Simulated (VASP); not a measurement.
# MgBe2I6 (R-3) in VASP: notebook

The runs below take MgBe2I6 through single point, relaxation of cell and atoms, with PBE.

Everything below comes from runs of VASP 6.6.1. Logs are shortened: lines on timing, memory, paths and dates and some standing lists are left out, and cuts for length are marked.

**1. The cell of the first run**

Symmetry: R-3, No. 148, trigonal system. The conventional cell has a = 7.229 Å, b = 7.229 Å, c = 24.673 Å, α = 90.00°, β = 90.00°, γ = 120.00°. Mg (site symmetry -3) has 6 I at 2.97 Å within 3.9 Å. Within 3.1 Å of Be (site symmetry 3) lie 3 I at 2.32 Å. I (site symmetry 1) has 1 Be at 2.32 Å and 1 Mg at 2.97 Å within 3.1 Å.

**2. Single point, PBE**

The input, INCAR:

```
  PREC = Accurate
  ENCUT = 520
  EDIFF = 1E-6
  ISMEAR = 0
  SIGMA = 0.02
  LREAL = F
  LASPH = T
  NELM = 100
  ALGO = Normal
  ISIF = 2
  LWAVE = F
  LCHARG = F
  GGA = PE
  NBANDS = 34
```

The input, KPOINTS:

```
regular mesh
0
Gamma
  6 6 6
```

The input, POSCAR:

```
MgBe2I6
1.0
    3.6145456845      2.0868589240      8.2244016345
   -3.6145456845      2.0868589240      8.2244016345
    0.0000000000     -4.1737178479      8.2244016345
Mg Be I
1 2 6
Direct
    0.0000000000      0.0000000000      0.0000000000
    0.2679096117      0.2679096117      0.2679096117
    0.7320903883      0.7320903883      0.7320903883
    0.0501268819      0.4113714960      0.7560876435
    0.7560876435      0.0501268819      0.4113714960
    0.4113714960      0.7560876435      0.0501268819
    0.9498731181      0.5886285040      0.2439123565
    0.2439123565      0.9498731181      0.5886285040
    0.5886285040      0.2439123565      0.9498731181
```

Potentials or basis: VASP PAW PBE potentials, release 64 (Mg, Be, I).

The run is started by

```sh
> cat potpaw_PBE.64/Mg/POTCAR potpaw_PBE.64/Be/POTCAR potpaw_PBE.64/I/POTCAR > POTCAR
> mpirun -np 1 vasp_std > vasp.out
```

OUTCAR:

```text
PREC = Accurate
   ENCUT = 520
   EDIFF = 1E-6
   ISMEAR = 0
   LREAL = F
   LASPH = T
   NELM = 100
   ISIF = 2
   GGA = PE

 ion  position               nearest neighbor table
   1  0.000  0.000  0.000-   6 2.97   9 2.97   8 2.97   5 2.97   4 2.97   7 2.97
   2  0.268  0.268  0.268-   7 2.32   9 2.32   8 2.32
   3  0.732  0.732  0.732-   4 2.32   6 2.32   5 2.32
   4  0.050  0.411  0.756-   3 2.32   1 2.97
   5  0.756  0.050  0.411-   3 2.32   1 2.97
   6  0.411  0.756  0.050-   3 2.32   1 2.97
   7  0.950  0.589  0.244-   2 2.32   1 2.97
   8  0.244  0.950  0.589-   2 2.32   1 2.97
   9  0.589  0.244  0.950-   2 2.32   1 2.97

  LATTYP: Found a trigonal (rhomboedric) cell.
 ALAT       =     9.2228359478
 COS(alpha) =     0.6928090162

  Lattice vectors:

 A1 = (   3.6145456845,   2.0868589240,   8.2244016345)
 A2 = (  -3.6145456845,   2.0868589240,   8.2244016345)
 A3 = (   0.0000000000,  -4.1737178479,   8.2244016345)

Analysis of symmetry for initial positions (statically):
=====================================================================
 Subroutine PRICEL returns:
 Original cell was already a primitive cell.

 Routine SETGRP: Setting up the symmetry group for a
 trigonal (rhombohedral) supercell.

 Subroutine GETGRP returns: Found  6 space group operations
 (whereof  6 operations were pure point group operations)
 out of a pool of 12 trial point group operations.

The static configuration has the point symmetry S_6 .

Analysis of symmetry for dynamics (positions and initial velocities):
=====================================================================
 Subroutine PRICEL returns:
 Original cell was already a primitive cell.

 Routine SETGRP: Setting up the symmetry group for a
 trigonal (rhombohedral) supercell.

 Subroutine GETGRP returns: Found  6 space group operations
 (whereof  6 operations were pure point group operations)
 out of a pool of 12 trial point group operations.

The dynamic configuration has the point symmetry S_6 .

 Subroutine INISYM returns: Found  6 space group operations
 (whereof  6 operations are pure point group operations),
 and found     1 'primitive' translations

----------------------------------------------------------------------------------------

[... 105 lines left out ...]
   NELM   =    100;   NELMIN=  2; NELMDL= -5     # of ELM steps
   EDIFF  = 0.1E-05   stopping-criterion for ELM
   LREAL  =      F    real-space projection
   EDIFFG = 0.1E-04   stopping-criterion for IOM
   NSW    =      0    number of steps for IOM
   IBRION =     -1    ionic relax: 0-MD 1-quasi-New 2-CG
   NFREE  =      0    steps in history (QN), initial steepest desc. (CG)
   ISIF   =      2    stress and relaxation
   ISYM   =      2    0-nonsym 1-usesym 2-fastsym
   POTIM  = 0.5000    time-step for ionic-motion
   TEBEG  =    0.0;   TEEND  =   0.0 temperature during run
   PSTRESS=    0.0 pullay stress
   NELECT =      48.0000    total number of electrons
   NUPDOWN=      -1.0000    fix difference up-down
   EMIN   =  10.00;   EMAX   =-10.00  energy-range for DOS
   EFERMI =   0.00;   METHOD = LEGACY
   ISMEAR =     0;   SIGMA  =   0.02  broadening in eV -4-tet -1-fermi 0-gaus
   EFERMI_NEDOS =   21; number of points for ismear=-14 and -15
   IALGO  =     38    algorithm
   IMIX   =      4    mixing-type and parameters
     AMIX     =   0.40;   BMIX     =  1.00
     AMIX_MAG =   1.60;   BMIX_MAG =  1.00
  volume/ion in A,a.u.               =      41.36       279.10
  Fermi-wavevector in a.u.,A,eV,Ry     =   0.827093  1.562980  9.307517  0.684083
  Thomas-Fermi vector in A             =   1.939238
   LORBIT       =      0    0 simple, 1 ext, 2 COOP (PROOUT), +10 PAW based schemes
   GGA     = PE    functional components
   LHFCALC =     F    Hartree Fock is set to
   AEXX    =    0.0000 exact exchange contribution
   IVDW    =     0    specifies the selected vdW correction
   LEPSILON=     F    determine dielectric tensor
   LRPA    =     F    only Hartree local field effects (RPA)
 non-spin polarized calculation
 Gauss-broadening in eV      SIGMA  =   0.02
  energy-cutoff  :      520.00
  volume of cell :      372.22
 maximum number of plane-waves:     10077
 NGX is ok and might be reduce to    70
   NGX = 35   NGY = 35   NGZ = 35

 number of electron      48.0000001 magnetization

 Free energy of the ion-electron system (eV)
  ---------------------------------------------------
  ext. energy  EPLUGINS =         0.00000000
  ---------------------------------------------------
  free energy    TOTEN  =       -24.06488873 eV

  energy without entropy =      -24.06488873  energy(sigma->0) =      -24.06488873

 E-fermi :   0.4603     XC(G=0):  -7.0769

 val. band max:        0.3789018912   @ k =   0.0000   0.0000   0.0000
 cond. band min:       3.6671275857   @ k =   0.5000   0.5000   0.5000
 fundamental gap:      3.2882256945
 Fermi energy:         0.4603443185

 k-point     1 :       0.0000    0.0000    0.0000
  band No.  band energies     occupation
      1     -11.4226      2.00000
      2     -11.1446      2.00000
      3     -10.7377      2.00000
      4     -10.7377      2.00000
      5     -10.7188      2.00000
      6     -10.7188      2.00000
[... 877 lines left out ...]
     33       6.8225      0.00000
     34       7.1657      0.00000

 [... further k-points ...]
[... 5 lines left out ...]
  --------------------------------------------------------------------------------------
  -------------------------------------------------------------------------------------
  Total        0.0439692      0.0439692     -0.0374353      0.0000006     -0.0000000      0.0000000
  in kB        0.1892590      0.1892590     -0.1611350      0.0000027     -0.0000000      0.0000000
  external PRESSURE =       0.0724610 kB  Pullay stress =       0.0000000 kB

 VOLUME and BASIS-vectors are now :
 -----------------------------------------------------------------------------
  energy-cutoff  :      520.00
  volume of cell :      372.22
      direct lattice vectors                 reciprocal lattice vectors
     3.614545684  2.086858924  8.224401634     0.138329971  0.079864846  0.040529798
    -3.614545684  2.086858924  8.224401634    -0.138329971  0.079864846  0.040529798
     0.000000000 -4.173717848  8.224401634     0.000000000 -0.159729692  0.040529798

 POSITION                                       TOTAL-FORCE (eV/Angst)
 -----------------------------------------------------------------------------------
      0.00000      0.00000      0.00000        -0.000000      0.000000     -0.000000
      0.00000      0.00000      6.61019         0.000000      0.000000      0.000863
      0.00000      0.00000     18.06302         0.000000     -0.000000     -0.000863
     -1.30574     -2.19261     10.01392         0.014474     -0.004404     -0.003276
      2.55173     -0.03449     10.01392        -0.003423      0.014737     -0.003276
     -1.24599      2.22711     10.01392        -0.011052     -0.010333     -0.003276
      1.30574      2.19261     14.65929        -0.014474      0.004404      0.003276
     -2.55173      0.03449     14.65929         0.003423     -0.014737      0.003276
      1.24599     -2.22711     14.65929         0.011052      0.010333      0.003276
 -----------------------------------------------------------------------------------
    total drift:                                0.000000      0.000000     -0.000000

  FREE ENERGIE OF THE ION-ELECTRON SYSTEM (eV)
  ---------------------------------------------------
  free  energy   TOTEN  =       -24.0648887339 eV

  energy  without entropy=      -24.0648887339  energy(sigma->0) =      -24.06488873
```

Wall time 18 min (1 thread of Intel Xeon Platinum 8259CL at 2.50GHz (Skylake/Cascade Lake), shared host); peak memory 0.94 GiB.

What came out:

* Free energy: -24.0649 eV
* Pressure: 0.0 GPa
* Largest force: 0.015 eV/Å
* Band gap on the k mesh: 3.29 eV, indirect (least direct gap 3.34 eV)

Forces in eV/Å, atoms in the order of the input:
```
Mg   0.000  0.000  0.000
Be   0.000  0.000  0.001
Be   0.000  0.000 -0.001
I    0.014 -0.004 -0.003
I   -0.003  0.015 -0.003
I   -0.011 -0.010 -0.003
I   -0.014  0.004  0.003
I    0.003 -0.015  0.003
I    0.011  0.010  0.003
```

Levels at points of the mesh, in eV from the valence-band top:
```tsv
k point	band 20	band 21	band 22	band 23	band 24	band 25	band 26	band 27	band 28	band 29
(0.00, 0.00, 0.00)	-0.57	-0.23	-0.23	0.00	0.00	3.37	3.83	4.36	5.12	5.96
(0.50, 0.00, 0.00)	-0.53	-0.52	-0.47	-0.20	-0.17	3.65	4.18	4.59	5.11	5.22
(0.50, 0.50, 0.00)	-0.63	-0.53	-0.38	-0.26	-0.20	3.73	4.37	4.53	5.04	5.13
(0.50, 0.50, 0.50)	-0.71	-0.20	-0.20	-0.05	-0.05	3.29	3.97	4.73	4.98	5.96
```

Caveat: spin-orbit coupling is left out, which moves the levels of the heavy elements. A k mesh can miss the band edges.

**3. Single point, PBE**

This run uses another cell than the first one, of 40.15 Å³/atom, 0.971 times its volume.

The input, INCAR:

```
PREC     = Accurate       # precision mode
ENCUT    = 520            # plane-wave cutoff, eV
EDIFF    = 1E-6           # SCF threshold, eV
ISMEAR   = 0              # smearing method
SIGMA    = 0.1            # smearing width, eV
LREAL    = False          # projectors in reciprocal space
LASPH    = True           # aspherical terms in the spheres
NELM     = 100            # most SCF steps
ALGO     = Normal         # electronic algorithm
ISIF     = 2              # what is computed and relaxed
LWAVE    = False          # write WAVECAR
LCHARG   = False          # write CHGCAR
GGA      = PE             # functional
NBANDS   = 34             # bands
```

The input, KPOINTS:

```
Automatic mesh
0
Gamma
  4 4 4
```

The input, POSCAR:

```
MgBe2I6
1.0
    3.6115022766      2.0851018138      7.9979625225
   -3.6115022766      2.0851018138      7.9979625225
    0.0000000000     -4.1702036210      7.9979625242
Mg Be I
1 2 6
Direct
    0.0000000000      0.0000000000      0.0000000000
    0.7344082467      0.7344082467      0.7344082467
    0.2655917533      0.2655917533      0.2655917533
    0.2424227625      0.5867634756      0.9470044376
    0.5867634756      0.9470044376      0.2424227625
    0.9470044376      0.2424227625      0.5867634756
    0.7575772375      0.4132365244      0.0529955624
    0.4132365244      0.0529955624      0.7575772375
    0.0529955624      0.7575772375      0.4132365244
```

Potentials or basis: VASP PAW PBE potentials, release 64 (Mg, Be, I).

The run is started by

```sh
> cat potpaw_PBE.64/Mg/POTCAR potpaw_PBE.64/Be/POTCAR potpaw_PBE.64/I/POTCAR > POTCAR
> mpirun -np 1 vasp_std > vasp.out
```

OUTCAR:

```text
PREC = Accurate
   ENCUT = 520
   EDIFF = 1E-6
   ISMEAR = 0
   LREAL = False
   LASPH = True
   NELM = 100
   ISIF = 2
   GGA = PE

 ion  position               nearest neighbor table
   1  0.000  0.000  0.000-   4 2.97   7 2.97   6 2.97   9 2.97   8 2.97   5 2.97
   2  0.734  0.734  0.734-   8 2.32   7 2.32   9 2.32
   3  0.266  0.266  0.266-   5 2.32   4 2.32   6 2.32
   4  0.242  0.587  0.947-   3 2.32   1 2.97
   5  0.587  0.947  0.242-   3 2.32   1 2.97
   6  0.947  0.242  0.587-   3 2.32   1 2.97
   7  0.758  0.413  0.053-   2 2.32   1 2.97
   8  0.413  0.053  0.758-   2 2.32   1 2.97
   9  0.053  0.758  0.413-   2 2.32   1 2.97

  LATTYP: Found a trigonal (rhomboedric) cell.
 ALAT       =     9.0198671154
 COS(alpha) =     0.6793690049

  Lattice vectors:

 A1 = (   3.6115022766,   2.0851018138,   7.9979625225)
 A2 = (  -3.6115022766,   2.0851018138,   7.9979625225)
 A3 = (   0.0000000000,  -4.1702036210,   7.9979625242)

Analysis of symmetry for initial positions (statically):
=====================================================================
 Subroutine PRICEL returns:
 Original cell was already a primitive cell.

 Routine SETGRP: Setting up the symmetry group for a
 trigonal (rhombohedral) supercell.

 Subroutine GETGRP returns: Found  6 space group operations
 (whereof  6 operations were pure point group operations)
 out of a pool of 12 trial point group operations.

The static configuration has the point symmetry S_6 .

Analysis of symmetry for dynamics (positions and initial velocities):
=====================================================================
 Subroutine PRICEL returns:
 Original cell was already a primitive cell.

 Routine SETGRP: Setting up the symmetry group for a
 trigonal (rhombohedral) supercell.

[... 130 lines left out ...]
  Thomas-Fermi vector in A             =   1.948830
   LORBIT       =      0    0 simple, 1 ext, 2 COOP (PROOUT), +10 PAW based schemes
   GGA     = PE    functional components
   LHFCALC =     F    Hartree Fock is set to
   AEXX    =    0.0000 exact exchange contribution
   IVDW    =     0    specifies the selected vdW correction
   LEPSILON=     F    determine dielectric tensor
   LRPA    =     F    only Hartree local field effects (RPA)
 non-spin polarized calculation
 Gauss-broadening in eV      SIGMA  =   0.10
  energy-cutoff  :      520.00
  volume of cell :      361.36
 maximum number of plane-waves:      9773
 NGX is ok and might be reduce to    70
   NGX = 33   NGY = 33   NGZ = 33

 number of electron      47.9999998 magnetization

 Free energy of the ion-electron system (eV)
  ---------------------------------------------------
  ext. energy  EPLUGINS =         0.00000000
  ---------------------------------------------------
  free energy    TOTEN  =       -24.06230167 eV

  energy without entropy =      -24.06230167  energy(sigma->0) =      -24.06230167

 E-fermi :   1.0306     XC(G=0):  -7.2230

 val. band max:        0.5988831499   @ k =   0.0000   0.0000   0.0000
 cond. band min:       3.8391511062   @ k =   0.5000   0.5000   0.5000
 fundamental gap:      3.2402679563
 Fermi energy:         1.0306110560

 k-point     1 :       0.0000    0.0000    0.0000
  band No.  band energies     occupation
      1     -11.2258      2.00000
      2     -10.9343      2.00000
      3     -10.5320      2.00000
      4     -10.5320      2.00000
      5     -10.5160      2.00000
      6     -10.5160      2.00000
[... 507 lines left out ...]
     33       7.2078      0.00000
     34       7.7036      0.00000

------------------------ aborting loop because EDIFF is reached ----------------------------------------

  FORCE on cell =-STRESS in cart. coord.  units (eV):
  Direction    XX          YY          ZZ          XY          YZ          ZX
  --------------------------------------------------------------------------------------
  -------------------------------------------------------------------------------------
  Total        0.0345054      0.0345054      0.0643709     -0.0000006      0.0000000     -0.0000000
  in kB        0.1529859      0.1529859      0.2854001     -0.0000026      0.0000000     -0.0000000
  external PRESSURE =       0.1971239 kB  Pullay stress =       0.0000000 kB

 VOLUME and BASIS-vectors are now :
 -----------------------------------------------------------------------------
  energy-cutoff  :      520.00
  volume of cell :      361.36
      direct lattice vectors                 reciprocal lattice vectors
     3.611502277  2.085101814  7.997962522     0.138446542  0.079932148  0.041677281
    -3.611502277  2.085101814  7.997962522    -0.138446542  0.079932148  0.041677281
     0.000000000 -4.170203621  7.997962524     0.000000000 -0.159864296  0.041677281

 POSITION                                       TOTAL-FORCE (eV/Angst)
 -----------------------------------------------------------------------------------
      0.00000      0.00000      0.00000         0.000000      0.000000      0.000000
      0.00000      0.00000     17.62131         0.000000     -0.000000     -0.013423
      0.00000      0.00000      6.37258         0.000000      0.000000      0.013423
     -1.24359     -2.22026     14.20591        -0.004773      0.003148      0.005509
     -1.30101      2.18711     14.20591         0.005113      0.002560      0.005509
      2.54460      0.03315     14.20591        -0.000339     -0.005708      0.005509
      1.24359      2.22026      9.78798         0.004773     -0.003148     -0.005509
      1.30101     -2.18711      9.78798        -0.005113     -0.002560     -0.005509
     -2.54460     -0.03315      9.78798         0.000339      0.005708     -0.005509
 -----------------------------------------------------------------------------------
    total drift:                                0.000000     -0.000000      0.000000

  FREE ENERGIE OF THE ION-ELECTRON SYSTEM (eV)
  ---------------------------------------------------
  free  energy   TOTEN  =       -24.0623016684 eV

  energy  without entropy=      -24.0623016684  energy(sigma->0) =      -24.06230167
```

stdout:

```text
POSCAR found type information on POSCAR MgBeI
 POSCAR found :  3 types and       9 ions
 scaLAPACK will be used
 LDA part: xc-table for (Slater+PW92), standard interpolation
 POSCAR, INCAR and KPOINTS ok, starting setup
 FFT: planning ... GRIDC
 FFT: planning ... GRID_SOFT
 FFT: planning ... GRID
 WAVECAR not read
 entering main loop
```

Wall time 3.5 min (1 thread of AMD EPYC 9R45 (Zen 5), shared host); peak memory 0.69 GiB.

What came out:

```
Free energy            : -24.0623 eV
Pressure               : 0.0 GPa
Largest force          : 0.013 eV/Å
Band gap on the k mesh : 3.24 eV, indirect (least direct gap 3.32 eV)
```

Forces in eV/Å, atoms in the order of the input:
```
Mg   0.000  0.000  0.000
Be   0.000  0.000 -0.013
Be   0.000  0.000  0.013
I   -0.005  0.003  0.006
I    0.005  0.003  0.006
I    0.000 -0.006  0.006
I    0.005 -0.003 -0.006
I   -0.005 -0.003 -0.006
I    0.000  0.006 -0.006
```

Levels at points of the mesh, in eV from the valence-band top:
| k point | band 22 | band 23 | band 24 | band 25 | band 26 | band 27 |
| --- | --- | --- | --- | --- | --- | --- |
| (0.00, 0.00, 0.00) | -0.25 | 0.00 | 0.00 | 3.36 | 3.80 | 4.38 |
| (0.50, 0.00, 0.00) | -0.50 | -0.21 | -0.17 | 3.63 | 4.14 | 4.58 |
| (0.50, 0.50, 0.00) | -0.38 | -0.29 | -0.21 | 3.72 | 4.37 | 4.50 |
| (0.50, 0.50, 0.50) | -0.20 | -0.08 | -0.08 | 3.24 | 3.98 | 4.75 |

Caveat: spin-orbit coupling is left out, which moves the levels of the heavy elements. As with any semilocal functional, this PBE gap is likely too small.

[end of part 1 of 2]
